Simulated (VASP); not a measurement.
# Te (Fd-3m) in VASP: further runs

Runs on Te. Level: PBEsol. Tasks: single point.

Everything below comes from runs of VASP 6.6.1. Logs are shortened: lines on timing, memory, paths and dates and some standing lists are left out, and cuts for length are marked.

### Step 1. The cell of the first run

The structure is cubic, space group Fd-3m (No. 227). The conventional cell has a = 7.030 Å, b = 7.030 Å, c = 7.030 Å, α = 90.00°, β = 90.00°, γ = 90.00°. Within 4.0 Å of Te (site symmetry -43m) lie 4 Te at 3.04 Å.

### Step 2. Single point, PBEsol

INCAR

```
PREC = Accurate
ENCUT = 520
EDIFF = 1E-7
ISMEAR = -1
SIGMA = 0.02
LREAL = F
LASPH = T
NELM = 60
ALGO = Normal
ISIF = 2
LWAVE = F
LCHARG = T
GGA = PS
LELF = T
LVHAR = T
NBANDS = 13
```

KPOINTS

```
Automatic mesh
0
Gamma
  6 6 6
```

POSCAR

```
Te
1.0
    0.0000000000      3.5151082719      3.5151082719
    3.5151082719      0.0000000000      3.5151082719
    3.5151082719      3.5151082719      0.0000000000
Te
2
Direct
    1.0000000000      1.0000000000      1.0000000000
    0.2500000000      0.2500000000      0.2500000000
```

Potentials or basis: VASP PAW PBE potentials, release 64 (Te).

Started as:

```
cat potpaw_PBE.64/Te/POTCAR > POTCAR
mpirun -np 1 vasp_std > vasp.out
```

OUTCAR:

```text
PREC = Accurate
   ENCUT = 520
   EDIFF = 1E-7
   ISMEAR = -1
   LREAL = F
   LASPH = T
   NELM = 60
   ISIF = 2
   GGA = PS

 ion  position               nearest neighbor table
   1  0.000  0.000  0.000-   2 3.04   2 3.04   2 3.04   2 3.04
   2  0.250  0.250  0.250-   1 3.04   1 3.04   1 3.04   1 3.04

  LATTYP: Found a face centered cubic cell.
 ALAT       =     7.0302165438

  Lattice vectors:

 A1 = (   0.0000000000,   3.5151082719,   3.5151082719)
 A2 = (   3.5151082719,   0.0000000000,   3.5151082719)
 A3 = (   3.5151082719,   3.5151082719,   0.0000000000)

Analysis of symmetry for initial positions (statically):
=====================================================================
 Subroutine PRICEL returns:
 Original cell was already a primitive cell.

 Routine SETGRP: Setting up the symmetry group for a
 face centered cubic supercell.

 Subroutine GETGRP returns: Found 48 space group operations
 (whereof 24 operations were pure point group operations)
 out of a pool of 48 trial point group operations.

The static configuration has the point symmetry T_d .
 The point group associated with its full space group is O_h .

Analysis of symmetry for dynamics (positions and initial velocities):
=====================================================================
 Subroutine PRICEL returns:
 Original cell was already a primitive cell.

 Routine SETGRP: Setting up the symmetry group for a
 face centered cubic supercell.

 Subroutine GETGRP returns: Found 48 space group operations
 (whereof 24 operations were pure point group operations)
 out of a pool of 48 trial point group operations.

The dynamic configuration has the point symmetry T_d .
 The point group associated with its full space group is O_h .

 Subroutine INISYM returns: Found 48 space group operations
 (whereof 24 operations are pure point group operations),
 and found     1 'primitive' translations

----------------------------------------------------------------------------------------

                                     Primitive cell

  volume of cell :      86.8653

  direct lattice vectors                    reciprocal lattice vectors
     0.000000000  3.515108272  3.515108272    -0.142243129  0.142243129  0.142243129
     3.515108272  0.000000000  3.515108272     0.142243129 -0.142243129  0.142243129
     3.515108272  3.515108272  0.000000000     0.142243129  0.142243129 -0.142243129

  length of vectors
     4.971113791  4.971113791  4.971113791     0.246372327  0.246372327  0.246372327

  position of ions in fractional coordinates (direct lattice)
     0.000000000  0.000000000  0.000000000
     0.250000000  0.250000000  0.250000000

  ion indices of the primitive-cell ions
   primitive index   ion index
                 1           1
                 2           2

----------------------------------------------------------------------------------------

 KPOINTS: Automatic mesh

Automatic generation of k-mesh.
 Grid dimensions read from file:
 generate k-points for:    6    6    6

 Generating k-lattice:

  Cartesian coordinates                     Fractional coordinates (reciprocal lattice)
    -0.023707188  0.023707188  0.023707188     0.166666667  0.000000000  0.000000000
     0.023707188 -0.023707188  0.023707188     0.000000000  0.166666667  0.000000000
     0.023707188  0.023707188 -0.023707188     0.000000000  0.000000000  0.166666667

  Length of vectors
     0.041062054  0.041062054  0.041062054

  Shift w.r.t. Gamma in fractional coordinates (k-lattice)
     0.000000000  0.000000000  0.000000000

 Subroutine IBZKPT returns following result:
 ===========================================

 Found     16 irreducible k-points:

 Following reciprocal coordinates:
            Coordinates               Weight
  0.000000  0.000000  0.000000      1.000000
  0.166667  0.000000  0.000000      8.000000
  0.333333  0.000000  0.000000      8.000000
  0.500000  0.000000  0.000000      4.000000
  0.166667  0.166667  0.000000      6.000000
  0.333333  0.166667  0.000000     24.000000
[... 8 lines left out ...]
 -0.333333  0.333333  0.166667     24.000000
 -0.333333  0.500000  0.166667     12.000000
   k-points           NKPTS =     16   k-points in BZ     NKDIM =     16   number of bands    NBANDS=     13
   number of dos      NEDOS =    301   number of ions     NIONS =      2
   total plane-waves  NPLWV =  64000
   dimension x,y,z NGX =    40 NGY =   40 NGZ =   40
   dimension x,y,z NGXF=    80 NGYF=   80 NGZF=   80
   ions per type =               2
   NGX,Y,Z   is equivalent  to a cutoff of  13.38, 13.38, 13.38 a.u.
   NGXF,Y,Z  is equivalent  to a cutoff of  26.75, 26.75, 26.75 a.u.
 SYSTEM =  unknown system
   PREC   = accura    normal or accurate (medium, high low for compatibility)
   ISTART =      0    job   : 0-new  1-cont  2-samecut
   ICHARG =      2    charge: 1-file 2-atom 10-const
   ISPIN  =      1    spin polarized calculation?
   LNONCOLLINEAR =      F non collinear calculations
   LSORBIT =      F    spin-orbit coupling
   LASPH  =      T    aspherical Exc in radial PAW
   ENCUT  =  520.0 eV  38.22 Ry    6.18 a.u.   9.24  9.24  9.24*2*pi/ulx,y,z
   NELM   =     60;   NELMIN=  2; NELMDL= -5     # of ELM steps
   EDIFF  = 0.1E-06   stopping-criterion for ELM
   LREAL  =      F    real-space projection
   EDIFFG = 0.1E-05   stopping-criterion for IOM
   NSW    =      0    number of steps for IOM
   IBRION =     -1    ionic relax: 0-MD 1-quasi-New 2-CG
   NFREE  =      0    steps in history (QN), initial steepest desc. (CG)
   ISIF   =      2    stress and relaxation
   ISYM   =      2    0-nonsym 1-usesym 2-fastsym
   POTIM  = 0.5000    time-step for ionic-motion
   TEBEG  =    0.0;   TEEND  =   0.0 temperature during run
   PSTRESS=    0.0 pullay stress
   NELECT =      12.0000    total number of electrons
   NUPDOWN=      -1.0000    fix difference up-down
   EMIN   =  10.00;   EMAX   =-10.00  energy-range for DOS
   EFERMI =   0.00;   METHOD = LEGACY
   ISMEAR =    -1;   SIGMA  =   0.02  broadening in eV -4-tet -1-fermi 0-gaus
   EFERMI_NEDOS =   21; number of points for ismear=-14 and -15
   IALGO  =     38    algorithm
   IMIX   =      4    mixing-type and parameters
     AMIX     =   0.40;   BMIX     =  1.00
     AMIX_MAG =   1.60;   BMIX_MAG =  1.00
  volume/ion in A,a.u.               =      43.43       293.10
  Fermi-wavevector in a.u.,A,eV,Ry     =   0.846291  1.599259  9.744614  0.716209
  Thomas-Fermi vector in A             =   1.961615
   LORBIT       =      0    0 simple, 1 ext, 2 COOP (PROOUT), +10 PAW based schemes
   GGA     = PS    functional components
   LHFCALC =     F    Hartree Fock is set to
   AEXX    =    0.0000 exact exchange contribution
   IVDW    =     0    specifies the selected vdW correction
   LEPSILON=     F    determine dielectric tensor
   LRPA    =     F    only Hartree local field effects (RPA)
 non-spin polarized calculation
  energy-cutoff  :      520.00
  volume of cell :       86.87
 maximum number of plane-waves:      2362
 NGX is ok and might be reduce to    40
   NGX = 19   NGY = 19   NGZ = 19

 number of electron      11.9999999 magnetization

 Free energy of the ion-electron system (eV)
  ---------------------------------------------------
  ext. energy  EPLUGINS =         0.00000000
  ---------------------------------------------------
  free energy    TOTEN  =        -6.04831805 eV

  energy without entropy =       -6.04568699  energy(sigma->0) =       -6.04700252

 E-fermi :   3.7275     XC(G=0):  -7.9856

 val. band max:        3.6370608249   @ k =  -0.3333   0.3333   0.0000
 cond. band min:       3.7360229450   @ k =   0.1667   0.1667   0.0000
 fundamental gap:      0.0989621202
 Fermi energy:         3.7274579047

 k-point     1 :       0.0000    0.0000    0.0000
  band No.  band energies     occupation
      1      -9.5707      2.00000
      2      -4.8230      2.00000
      3       0.5721      2.00000
      4       0.5721      2.00000
      5       0.5721      2.00000
      6       2.9767      2.00000
      7       2.9767      2.00000
      8       2.9767      2.00000
      9       7.2010      0.00000
     10       9.6057      0.00000
     11       9.6057      0.00000
     12      11.0692      0.00000
     13      11.0692      0.00000

 k-point     2 :       0.1667    0.0000    0.0000
  band No.  band energies     occupation
      1      -9.4115      2.00000
      2      -5.2560      2.00000
      3       0.3708      2.00000
      4       0.3708      2.00000
      5       0.5009      2.00000
      6       3.2881      2.00000
      7       3.2881      2.00000
      8       3.3651      2.00000
      9       7.8994      0.00000
     10       9.1674      0.00000
     11       9.1674      0.00000
     12      10.6196      0.00000
     13      12.2401      0.00000

 k-point     3 :       0.3333    0.0000    0.0000
  band No.  band energies     occupation
      1      -8.9998      2.00000
      2      -6.1319      2.00000
      3       0.0645      2.00000
      4       0.0645      2.00000
      5       0.2457      2.00000
      6       3.7746      0.17307
      7       3.7746      0.17307
      8       4.5640      0.00000
      9       8.6777      0.00000
     10       9.2689      0.00000
     11       9.2689      0.00000
     12      10.4592      0.00000
     13      12.8132      0.00000

 k-point     4 :       0.5000    0.0000    0.0000
  band No.  band energies     occupation
      1      -8.6969      2.00000
      2      -6.6377      2.00000
      3      -0.0603      2.00000
      4      -0.0603      2.00000
      5       0.1093      2.00000
      6       3.9604      0.00002
      7       3.9604      0.00002
      8       5.4791      0.00000
      9       9.0391      0.00000
     10       9.2451      0.00000
     11      10.0046      0.00000
     12      10.0046      0.00000
     13      11.2803      0.00000

 k-point     5 :       0.1667    0.1667    0.0000
  band No.  band energies     occupation
      1      -9.3545      2.00000
      2      -5.3887      2.00000
      3       0.0986      2.00000
      4       0.0986      2.00000
      5       1.0868      2.00000
      6       2.6200      2.00000
      7       3.7360      0.78909
      8       3.7360      0.78909
      9       8.1701      0.00000
     10       8.3228      0.00000
     11       9.8968      0.00000
     12      11.6313      0.00000
     13      11.6313      0.00000
[... 129 lines left out ...]
 k-point    14 :       0.5000    0.3333    0.1667
  band No.  band energies     occupation
      1      -8.5975      2.00000
      2      -6.7490      2.00000
      3      -0.8626      2.00000
      4      -0.4090      2.00000
      5       1.7684      2.00000
      6       2.9889      2.00000
      7       4.8467      0.00000
      8       4.8647      0.00000
      9       8.4103      0.00000
     10       8.8870      0.00000
     11      10.4333      0.00000
     12      11.7136      0.00000
     13      12.4891      0.00000

 k-point    15 :      -0.3333    0.3333    0.1667
  band No.  band energies     occupation
      1      -8.2442      2.00000
      2      -7.2101      2.00000
      3      -1.0550      2.00000
      4      -0.5649      2.00000
      5       1.9483      2.00000
      6       3.3927      2.00000
      7       4.8892      0.00000
      8       5.0310      0.00000
      9       8.1119      0.00000
     10       9.1170      0.00000
     11      10.2996      0.00000
     12      11.5571      0.00000
     13      12.6956      0.00000

 k-point    16 :      -0.3333    0.5000    0.1667
  band No.  band energies     occupation
      1      -7.7503      2.00000
      2      -7.7503      2.00000
      3      -0.8890      2.00000
      4      -0.8890      2.00000
      5       2.5398      2.00000
      6       2.5398      2.00000
      7       5.2696      0.00000
      8       5.2696      0.00000
      9       8.6239      0.00000
     10       8.6239      0.00000
     11      11.1078      0.00000
     12      11.1078      0.00000
     13      13.6102      0.00000

------------------------ aborting loop because EDIFF is reached ----------------------------------------

  FORCE on cell =-STRESS in cart. coord.  units (eV):
  Direction    XX          YY          ZZ          XY          YZ          ZX
  --------------------------------------------------------------------------------------
  -------------------------------------------------------------------------------------
  Total        0.2413151      0.2413151      0.2413151      0.0000000      0.0000000      0.0000000
  in kB        4.4509112      4.4509112      4.4509112      0.0000000      0.0000000      0.0000000
  external PRESSURE =       4.4509112 kB  Pullay stress =       0.0000000 kB

 VOLUME and BASIS-vectors are now :
 -----------------------------------------------------------------------------
  energy-cutoff  :      520.00
  volume of cell :       86.87
      direct lattice vectors                 reciprocal lattice vectors
     0.000000000  3.515108272  3.515108272    -0.142243129  0.142243129  0.142243129
     3.515108272  0.000000000  3.515108272     0.142243129 -0.142243129  0.142243129
     3.515108272  3.515108272  0.000000000     0.142243129  0.142243129 -0.142243129

 POSITION                                       TOTAL-FORCE (eV/Angst)
 -----------------------------------------------------------------------------------
      0.00000      0.00000      0.00000         0.000000      0.000000     -0.000000
      1.75755      1.75755      1.75755        -0.000000     -0.000000      0.000000
 -----------------------------------------------------------------------------------
    total drift:                               -0.000000      0.000000      0.000000

  FREE ENERGIE OF THE ION-ELECTRON SYSTEM (eV)
  ---------------------------------------------------
  free  energy   TOTEN  =        -6.0483180527 eV

  energy  without entropy=       -6.0456869945  energy(sigma->0) =       -6.04700252
```

Run time: 23 s. Hardware: 1 thread of Intel Xeon 6975P-C, shared host; peak memory 0.23 GiB.

What came out:

```yaml
Free_energy: -6.0483 eV
Pressure: 0.4 GPa
Band_gap_on_the_k_mesh: zero (band 6 reaches 3.96 eV, above the bottom of band 7 at 2.98 eV)
```

Levels at points of the mesh, in eV from the Fermi level:
| k point | band 2 | band 3 | band 4 | band 5 | band 6 | band 7 | band 8 | band 9 | band 10 | band 11 |
| --- | --- | --- | --- | --- | --- | --- | --- | --- | --- | --- |
| (0.00, 0.00, 0.00) | -8.55 | -3.16 | -3.16 | -3.16 | -0.75 | -0.75 | -0.75 | 3.47 | 5.88 | 5.88 |
| (0.50, 0.00, 0.00) | -10.37 | -3.79 | -3.79 | -3.62 | 0.23 | 0.23 | 1.75 | 5.31 | 5.52 | 6.28 |
| (0.50, 0.50, 0.00) | -11.48 | -4.47 | -4.47 | -1.71 | -1.71 | 2.11 | 2.11 | 5.06 | 5.06 | 7.60 |

Caveat: the PAW data sets were made with another functional, which shifts forces and pressure a little; spin-orbit coupling is left out, which moves the levels of the heavy elements.

(Continued in part 2 of 2.)
